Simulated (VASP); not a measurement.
# Al32H (a cell with a defect) in VASP: a series of runs

The runs below take Al32H (a cell with a defect) through single point, with PBE.

Everything below comes from runs of VASP 6.6.1. Logs are shortened: lines on timing, memory, paths and dates and some standing lists are left out, and cuts for length are marked.

### 1 The cell of the first run

The cell holds a defect, 33 atoms: a = 8.100 Å, b = 8.100 Å, c = 8.100 Å, α = 90.00°, β = 90.00°, γ = 90.00°.

### 2 Single point, PBE

The input, INCAR:

```
PREC = Accurate ; ENCUT = 520
EDIFF = 1E-6 ; ISMEAR = 0
SIGMA = 0.05 ; LREAL = Auto
LASPH = True ; NELM = 80
ALGO = Normal ; ISIF = 2
LWAVE = False ; LCHARG = False
GGA = PE ; NBANDS = 70
```

The input, KPOINTS:

```
Automatic mesh
0
Gamma
  3 3 3
```

The input, POSCAR:

```
Al32H
1.0
    8.1000000000      0.0000000000      0.0000000000
    0.0000000000      8.1000000000      0.0000000000
    0.0000000000      0.0000000000      8.1000000000
Al H
32 1
Direct
    0.4988753609      0.0006536632      0.0004706963
    0.7507264737      0.2497965587      0.0005282867
    0.7506863658      0.0006992311      0.2496231570
   -0.0092337953     -0.0088779997     -0.0090239436
    0.2589319925      0.2592845668     -0.0090477772
    0.5019686229      0.5023832202     -0.0004781107
    0.7476584135      0.7480712289     -0.0004748463
    0.2588161724     -0.0087859560      0.2590343082
    0.4988097618      0.2498414140      0.2496550114
    0.7476017146      0.5024322625      0.2506133908
    0.5019260859     -0.0003083572      0.5021785696
    0.7475955726      0.2507687926      0.5022764308
    0.7476608391     -0.0003221427      0.7479168188
    0.0002455277      0.4993148890      0.0005316825
    0.2493863738      0.7511680063      0.0004682069
   -0.0094188708      0.2594460152      0.2593100818
    0.2493326373      0.4993468207      0.2496172998
    0.5019393794      0.7480927874      0.2505793411
    0.0002170198      0.0006874926      0.4991566370
    0.2493477317      0.2498192097      0.4991484558
    0.4993791905      0.4998554268      0.4996660434
    0.7501807001      0.7506567088      0.4996688537
    0.2493736484      0.0006638813      0.7509623478
    0.5019856975      0.2507507974      0.7478902463
    0.7501961544      0.4998428264      0.7504834689
    0.0001924256      0.7512253650      0.2496598599
   -0.0007364895      0.5024367409      0.5022747413
    0.2503397785      0.7481056229      0.5021791184
    0.0002173453      0.2498212782      0.7510601012
    0.2503567963      0.5023813203      0.7479086797
    0.4993932354      0.7506456385      0.7504558224
   -0.0007153695      0.7480557778      0.7478995548
    0.1245382074      0.1255348123      0.1251884655
```

Potentials or basis: VASP PAW PBE potentials, release 64 (Al, H).

Command:

```bash
cat potpaw_PBE.64/Al/POTCAR potpaw_PBE.64/H/POTCAR > POTCAR
mpirun -np 1 vasp_std > vasp.out
```

OUTCAR:

```text
PREC = Accurate
   ENCUT = 520
   EDIFF = 1E-6
   ISMEAR = 0
   LREAL = Auto
   LASPH = True
   NELM = 80
   ISIF = 2
   GGA = PE

 ion  position               nearest neighbor table
   1  0.499  0.001  0.000-   9 2.85  15 2.86  23 2.86   5 2.86   8 2.86  31 2.86   3 2.87   2 2.87
                            13 2.87   7 2.87  18 2.88  24 2.88
   2  0.751  0.250  0.001-   3 2.85  29 2.86  14 2.86  16 2.86   4 2.86  25 2.86   1 2.87   9 2.87
                             6 2.87  24 2.87  10 2.88  13 2.88
   3  0.751  0.001  0.250-   2 2.85  26 2.86  19 2.86  16 2.86   4 2.86  22 2.86   1 2.87   9 2.87
                            11 2.87  18 2.87  12 2.88   7 2.88
   4  0.991  0.991  0.991-  33 1.88  32 2.79   7 2.79  13 2.79  15 2.86  26 2.86  29 2.86  23 2.86
                             2 2.86   3 2.86   8 3.07   5 3.07  16 3.07
   5  0.259  0.259  0.991-  33 1.88  24 2.79   6 2.79  30 2.79   1 2.86   9 2.86  29 2.86  23 2.86
                            14 2.86  17 2.86   8 3.07   4 3.07  16 3.07
   6  0.502  0.502  1.000-   5 2.79   7 2.81  10 2.85  18 2.85  25 2.85  31 2.85   2 2.87  15 2.87
                             9 2.88  17 2.88  30 2.88  24 2.88
   7  0.748  0.748  1.000-   4 2.79   6 2.81  10 2.85  18 2.85  25 2.85  31 2.85  14 2.87   1 2.87
                            26 2.88   3 2.88  13 2.88  32 2.88
   8  0.259  0.991  0.259-  33 1.88  18 2.79  28 2.79  11 2.79  15 2.86  26 2.86   1 2.86   9 2.86
                            20 2.86  19 2.86   4 3.07   5 3.07  16 3.07
   9  0.499  0.250  0.250-   1 2.85  20 2.86  17 2.86   5 2.86   8 2.86  21 2.86   3 2.87   2 2.87
[... 32 lines left out ...]
                            14 2.86  31 2.87  22 2.87  21 2.87
  26  0.000  0.751  0.250-  15 2.85  19 2.86   3 2.86   4 2.86   8 2.86  22 2.86  17 2.87  14 2.87
                            10 2.87  27 2.87  28 2.88   7 2.88
  27  0.999  0.502  0.502-  16 2.78  32 2.81  30 2.85  28 2.85  25 2.85  22 2.85  29 2.87  26 2.87
                            20 2.88  17 2.88  10 2.88  12 2.88
  28  0.250  0.748  0.502-   8 2.79  30 2.81  27 2.85  32 2.85  21 2.85  31 2.85  17 2.87  23 2.87
                            26 2.88  19 2.88  11 2.88  18 2.88
  29  0.000  0.250  0.751-  23 2.85   2 2.86  14 2.86   5 2.86   4 2.86  25 2.86  19 2.87  20 2.87
                            27 2.87  12 2.87  30 2.88  13 2.88
  30  0.250  0.502  0.748-   5 2.79  28 2.81  27 2.85  32 2.85  21 2.85  31 2.85  20 2.87  15 2.87
                            29 2.88  14 2.88   6 2.88  24 2.88
  31  0.499  0.751  0.750-  13 2.85  30 2.85  11 2.85   6 2.85  28 2.85   7 2.85  15 2.86   1 2.86
                            23 2.86  22 2.87  21 2.87  25 2.87
  32  0.999  0.748  0.748-   4 2.79  27 2.81  30 2.85  28 2.85  25 2.85  22 2.85  14 2.87  19 2.87
                            15 2.88  23 2.88  13 2.88   7 2.88
  33  0.125  0.126  0.125-  16 1.88   5 1.88   4 1.88   8 1.88

  LATTYP: Found a simple cubic cell.
 ALAT       =     8.1000000000

  Lattice vectors:

 A1 = (   8.1000000000,   0.0000000000,   0.0000000000)
 A2 = (   0.0000000000,   8.1000000000,   0.0000000000)
 A3 = (   0.0000000000,   0.0000000000,   8.1000000000)

Analysis of symmetry for initial positions (statically):
=====================================================================
 Subroutine PRICEL returns:
 Original cell was already a primitive cell.

 Routine SETGRP: Setting up the symmetry group for a
 simple cubic supercell.

 Subroutine GETGRP returns: Found  1 space group operations
 (whereof  1 operations were pure point group operations)
 out of a pool of 48 trial point group operations.

The static configuration has the point symmetry C_1 .

Analysis of symmetry for dynamics (positions and initial velocities):
=====================================================================
 Subroutine PRICEL returns:
 Original cell was already a primitive cell.

 Routine SETGRP: Setting up the symmetry group for a
 simple cubic supercell.

 Subroutine GETGRP returns: Found  1 space group operations
 (whereof  1 operations were pure point group operations)
 out of a pool of 48 trial point group operations.

The dynamic configuration has the point symmetry C_1 .

 Subroutine INISYM returns: Found  1 space group operations
 (whereof  1 operations are pure point group operations),
 and found     1 'primitive' translations

----------------------------------------------------------------------------------------

                                     Primitive cell

  volume of cell :     531.4410

  direct lattice vectors                    reciprocal lattice vectors
     8.100000000  0.000000000  0.000000000     0.123456790  0.000000000  0.000000000
     0.000000000  8.100000000  0.000000000     0.000000000  0.123456790  0.000000000
     0.000000000  0.000000000  8.100000000     0.000000000  0.000000000  0.123456790

  length of vectors
[... 93 lines left out ...]

 Subroutine IBZKPT returns following result:
 ===========================================

 Found     14 irreducible k-points:

 Following reciprocal coordinates:
            Coordinates               Weight
  0.000000  0.000000  0.000000      1.000000
  0.333333  0.000000  0.000000      2.000000
  0.000000  0.333333  0.000000      2.000000
  0.000000  0.000000  0.333333      2.000000
  0.333333  0.333333  0.000000      2.000000
  0.000000  0.333333  0.333333      2.000000
  0.333333  0.000000  0.333333      2.000000
 -0.333333  0.333333  0.000000      2.000000
 -0.333333  0.000000  0.333333      2.000000
  0.000000 -0.333333  0.333333      2.000000
  0.333333  0.333333  0.333333      2.000000
 -0.333333  0.333333  0.333333      2.000000
 -0.333333 -0.333333  0.333333      2.000000
  0.333333 -0.333333  0.333333      2.000000
   k-points           NKPTS =     14   k-points in BZ     NKDIM =     14   number of bands    NBANDS=     70
   number of dos      NEDOS =    301   number of ions     NIONS =     33
   total plane-waves  NPLWV = 216000
   dimension x,y,z NGX =    60 NGY =   60 NGZ =   60
   dimension x,y,z NGXF=   120 NGYF=  120 NGZF=  120
   ions per type =              32   1
   NGX,Y,Z   is equivalent  to a cutoff of  12.31, 12.31, 12.31 a.u.
   NGXF,Y,Z  is equivalent  to a cutoff of  24.63, 24.63, 24.63 a.u.
 SYSTEM =  unknown system
   PREC   = accura    normal or accurate (medium, high low for compatibility)
   ISTART =      0    job   : 0-new  1-cont  2-samecut
   ICHARG =      2    charge: 1-file 2-atom 10-const
   ISPIN  =      1    spin polarized calculation?
   LNONCOLLINEAR =      F non collinear calculations
   LSORBIT =      F    spin-orbit coupling
   LASPH  =      T    aspherical Exc in radial PAW
   ENCUT  =  520.0 eV  38.22 Ry    6.18 a.u.  15.06 15.06 15.06*2*pi/ulx,y,z
   NELM   =     80;   NELMIN=  2; NELMDL= -5     # of ELM steps
   EDIFF  = 0.1E-05   stopping-criterion for ELM
   LREAL  =      T    real-space projection
   EDIFFG = 0.1E-04   stopping-criterion for IOM
   NSW    =      0    number of steps for IOM
   IBRION =     -1    ionic relax: 0-MD 1-quasi-New 2-CG
   NFREE  =      0    steps in history (QN), initial steepest desc. (CG)
   ISIF   =      2    stress and relaxation
   ISYM   =      2    0-nonsym 1-usesym 2-fastsym
   POTIM  = 0.5000    time-step for ionic-motion
   TEBEG  =    0.0;   TEEND  =   0.0 temperature during run
   PSTRESS=    0.0 pullay stress
   NELECT =      97.0000    total number of electrons
   NUPDOWN=      -1.0000    fix difference up-down
   EMIN   =  10.00;   EMAX   =-10.00  energy-range for DOS
   EFERMI =   0.00;   METHOD = LEGACY
   ISMEAR =     0;   SIGMA  =   0.05  broadening in eV -4-tet -1-fermi 0-gaus
   EFERMI_NEDOS =   21; number of points for ismear=-14 and -15
   IALGO  =     38    algorithm
   IMIX   =      4    mixing-type and parameters
     AMIX     =   0.40;   BMIX     =  1.00
     AMIX_MAG =   1.60;   BMIX_MAG =  1.00
  volume/ion in A,a.u.               =      16.10       108.68
  Fermi-wavevector in a.u.,A,eV,Ry     =   0.928639  1.754874 11.733269  0.862371
  Thomas-Fermi vector in A             =   2.054837
   LORBIT       =      0    0 simple, 1 ext, 2 COOP (PROOUT), +10 PAW based schemes
   GGA     = PE    functional components
   LHFCALC =     F    Hartree Fock is set to
   AEXX    =    0.0000 exact exchange contribution
   IVDW    =     0    specifies the selected vdW correction
   LEPSILON=     F    determine dielectric tensor
   LRPA    =     F    only Hartree local field effects (RPA)
 non-spin polarized calculation
 Gauss-broadening in eV      SIGMA  =   0.05
  energy-cutoff  :      520.00
  volume of cell :      531.44
 maximum number of plane-waves:     14358
   NGX = 31   NGY = 31   NGZ = 31

 number of electron      96.9999998 magnetization

 Free energy of the ion-electron system (eV)
  ---------------------------------------------------
  ext. energy  EPLUGINS =         0.00000000
  ---------------------------------------------------
  free energy    TOTEN  =      -123.35653704 eV

  energy without entropy =     -123.35237387  energy(sigma->0) =     -123.35445545

 E-fermi :   7.8000     XC(G=0): -10.1933

 val. band max:        7.7163144161   @ k =   0.3333  -0.3333   0.3333
 cond. band min:       7.8431626901   @ k =   0.0000   0.3333   0.0000
 fundamental gap:      0.1268482740
 Fermi energy:         7.7999640838

 k-point     1 :       0.0000    0.0000    0.0000
  band No.  band energies     occupation
      1      -3.2703      2.00000
      2      -1.5985      2.00000
      3      -0.9281      2.00000
      4      -0.9277      2.00000
      5      -0.9275      2.00000
      6      -0.9154      2.00000
[... 871 lines left out ...]
     59       9.7515      0.00000
     60       9.7517      0.00000
 [bands above 60 left out]

------------------------ aborting loop because EDIFF is reached ----------------------------------------

  FORCE on cell =-STRESS in cart. coord.  units (eV):
  Direction    XX          YY          ZZ          XY          YZ          ZX
  --------------------------------------------------------------------------------------
  -------------------------------------------------------------------------------------
  Total        1.5452988      1.5462234      1.5417420     -0.0032869      0.0058118     -0.0056865
  in kB        4.6587348      4.6615223      4.6480119     -0.0099093      0.0175212     -0.0171435
  external PRESSURE =       4.6560897 kB  Pullay stress =       0.0000000 kB

 VOLUME and BASIS-vectors are now :
 -----------------------------------------------------------------------------
  energy-cutoff  :      520.00
  volume of cell :      531.44
      direct lattice vectors                 reciprocal lattice vectors
     8.100000000  0.000000000  0.000000000     0.123456790  0.000000000  0.000000000
     0.000000000  8.100000000  0.000000000     0.000000000  0.123456790  0.000000000
     0.000000000  0.000000000  8.100000000     0.000000000  0.000000000  0.123456790

 POSITION                                       TOTAL-FORCE (eV/Angst)
 -----------------------------------------------------------------------------------
      4.04089      0.00529      0.00381        -0.004702      0.003027      0.002161
      6.08088      2.02335      0.00428         0.005766     -0.001814      0.003355
      6.08056      0.00566      2.02195         0.005831      0.003740     -0.003008
      8.02521      8.02809      8.02691        -0.005160     -0.003066     -0.003899
      2.09735      2.10020      8.02671         0.003248      0.004220     -0.003365
      4.06595      4.06930      8.09613         0.003967      0.003500     -0.000780
[... 25 lines left out ...]
      8.09421      6.05925      6.05799        -0.001109     -0.004032     -0.003412
      1.00876      1.01683      1.01403         0.002760     -0.003193     -0.001722
 -----------------------------------------------------------------------------------
    total drift:                               -0.019006      0.026792     -0.000218

  FREE ENERGIE OF THE ION-ELECTRON SYSTEM (eV)
  ---------------------------------------------------
  free  energy   TOTEN  =      -123.3565370391 eV

  energy  without entropy=     -123.3523738653  energy(sigma->0) =     -123.35445545
```

Wall time 13 min (1 thread of Oxide Virtual Turin-like, shared host); peak memory 0.61 GiB.

What came out:

```
Free energy            : -123.3565 eV
Pressure               : 0.5 GPa
Largest force          : 0.010 eV/Å
Band gap on the k mesh : zero (an odd number of electrons rules out a gap without spin polarisation)
```

Forces in eV/Å, atoms in the order of the input:
```
Al  -0.005  0.003  0.002
Al   0.006 -0.002  0.003
Al   0.006  0.004 -0.003
Al  -0.005 -0.003 -0.004
Al   0.003  0.004 -0.003
Al   0.004  0.004 -0.001
Al  -0.004 -0.004 -0.001
Al   0.005 -0.004  0.008
Al  -0.005 -0.003 -0.002
Al  -0.004  0.003  0.000
Al   0.004 -0.001  0.003
Al  -0.004  0.001  0.004
Al  -0.004 -0.001 -0.005
Al   0.003 -0.006  0.003
Al  -0.003  0.004  0.002
Al  -0.002  0.002  0.003
Al  -0.004 -0.006 -0.003
Al   0.003 -0.003  0.000
Al   0.003  0.004 -0.005
Al  -0.003 -0.003 -0.006
Al  -0.004 -0.003 -0.002
Al   0.003  0.005 -0.003
Al  -0.003  0.003  0.004
Al   0.004  0.002 -0.004
Al   0.002 -0.002  0.004
Al   0.003  0.004 -0.003
Al   0.000  0.004  0.004
Al   0.001 -0.004  0.004
Al   0.003 -0.003  0.006
Al   0.001  0.004 -0.005
Al  -0.004  0.004  0.004
Al  -0.001 -0.004 -0.003
H    0.003 -0.003 -0.002
```

### 3 Single point, PBE

The input, INCAR:

```
SYSTEM = Al32H
ALGO = Normal
EDIFF = 1E-6
ENCUT = 520
GGA = PE
ISIF = 2
ISMEAR = 0
LASPH = .TRUE.
LCHARG = .TRUE.
LELF = .TRUE.
LREAL = Auto
LVHAR = .TRUE.
LWAVE = .FALSE.
NBANDS = 70
NELM = 100
PREC = Accurate
SIGMA = 0.05
```

The input, KPOINTS:

```
k-points
0
G
  3 3 3
  0 0 0
```

The input, POSCAR:

```
Al32H
1.0
    8.1000000000      0.0000000000      0.0000000000
    0.0000000000      8.1000000000      0.0000000000
    0.0000000000      0.0000000000      8.1000000000
Al H
32 1
Direct
    0.5019824770     -0.0004500319     -0.0020384903
    0.7476801285      0.2506153551     -0.0020918662
    0.7507391400      0.0005243719      0.2505359596
    0.0002544800      0.0005042318      0.0010352340
    0.2494243282      0.2496733028      0.0010196871
    0.4994404256      0.4996941972      0.0004946262
    0.7502331668      0.7504868682      0.0004985701
    0.2588667219     -0.0089246532      0.2410841629
    0.4989044386      0.2496779779      0.2505070122
    0.7476844852      0.5022478029      0.2495389855
    0.4989020832      0.0004959954      0.4996891431
    0.7507781596      0.2496366424      0.4996483442
    0.7476823140     -0.0004714901      0.7522604106
   -0.0006793883      0.5022555620     -0.0020953247
    0.2503865020      0.7479536415     -0.0020361323
   -0.0092637827      0.2592095750      0.2409285625
    0.2494104081      0.4991883676      0.2505256333
    0.5019820500      0.7479517079      0.2495597300
   -0.0092706278     -0.0090870164      0.5092248563
    0.2589837375      0.2591706746      0.5091791159
    0.5020257465      0.5022419594      0.5006206998
    0.7476778237      0.7478956146      0.5006259788
    0.2494088731      0.0005155786      0.7491997696
    0.5020251827      0.2506108214      0.7522518401
    0.7502470097      0.4996762399      0.7496880001
    0.0002553438      0.7510213643      0.2505166921
    0.0002808383      0.4991338420      0.4996547363
    0.2494228817      0.7510081695      0.4996836111
    0.0002818328      0.2496420359      0.7491475908
    0.2504028341      0.5022351280      0.7522455631
    0.4994399056      0.7504834448      0.7497054010
   -0.0006801346      0.7478927215      0.7522677450
    0.1246402553      0.1251811875      0.3752097623
```

Potentials or basis: VASP PAW PBE potentials, release 64 (Al, H).

Command:

```bash
cat potpaw_PBE.64/Al/POTCAR potpaw_PBE.64/H/POTCAR > POTCAR
mpirun -np 1 vasp_std > vasp.out
```

It took 14 min on 1 thread of Oxide Virtual Turin-like, shared host; peak memory 0.62 GiB.

The run converged. Its results:

| Item | Value |
| --- | --- |
| Free energy | -123.3565 eV |
| Pressure | 0.5 GPa |
| Largest force | 0.011 eV/Å |
| Band gap on the k mesh | zero (an odd number of electrons rules out a gap without spin polarisation) |

Forces on the atoms (eV/Å):
```
Al   0.004 -0.001 -0.004
Al  -0.004  0.001 -0.004
Al   0.006  0.003  0.003
Al   0.002  0.003  0.005
Al  -0.003 -0.002  0.006
Al  -0.005 -0.003  0.003
Al   0.003  0.004  0.004
Al   0.005 -0.007 -0.007
Al  -0.005 -0.003  0.003
Al  -0.005  0.005  0.000
Al  -0.005  0.004 -0.003
Al   0.007 -0.003 -0.003
Al  -0.005 -0.001  0.005
Al  -0.001  0.004 -0.004
Al   0.001 -0.004 -0.004
Al  -0.003  0.003 -0.004
Al  -0.003 -0.006  0.004
Al   0.004 -0.004 -0.001
Al  -0.003 -0.004  0.003
Al   0.004  0.004  0.004
Al   0.004  0.004  0.001
Al  -0.004 -0.004  0.001
Al  -0.003  0.004 -0.006
Al   0.004  0.001  0.004
Al   0.002 -0.003 -0.003
Al   0.002  0.005  0.003
Al   0.003 -0.006 -0.004
Al  -0.003  0.006 -0.002
Al   0.003 -0.003 -0.006
Al   0.000  0.005  0.005
Al  -0.005  0.003 -0.003
Al  -0.001 -0.004  0.004
H    0.002 -0.001 -0.001
```

Levels at points of the mesh, in eV from the Fermi level:
```tsv
k point	band 46	band 47	band 48	band 49	band 50	band 51
(0.00, 0.00, 0.00)	0.27	0.27	0.27	0.34	0.34	0.34
```

(Continued in part 2 of 2.)

The gap in the log of VASP goes by the Fermi energy; the results here count the filled bands.